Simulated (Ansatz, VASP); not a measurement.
One calculation of Cu, two programs

```
Cu
1.0
     0.00000    1.78171    1.78171
     1.78171    0.00000    1.78171
     1.78171    1.78171    0.00000
Cu
1
Direct
  0.00000 0.00000 0.00000
```

Alike in both runs: functional PBEsol; k mesh 20 × 20 × 20; occupations gaussian, width 0.1 eV; no spin polarisation.

Ansatz relaxed the structure, and its values are those at the end. VASP's run is a single point on that final structure, the one shown.

|  | VASP | Ansatz |
| --- | --- | --- |
| version | VASP 6.6.1 | Ansatz 0.2.0 |
| potentials or method | VASP PAW PBE potentials, release 64 (Cu), cutoff 600 eV | scalar-relativistic, plane waves, PAW |
| valence electrons in the cell | 11 | 19 |

```csv
,VASP,Ansatz,Ansatz less VASP
gap on the k mesh at the Fermi level (eV),none,none,-
pressure (GPa),0.8,0.0,-0.79
```

VASP's potentials were made for PBE, not for PBEsol. A gap of «none» marks a metal or a gap that the smearing closes. VASP's potentials hold 11 valence electrons a cell and Ansatz's 19, so a difference there can come from the potentials and not from the codes.
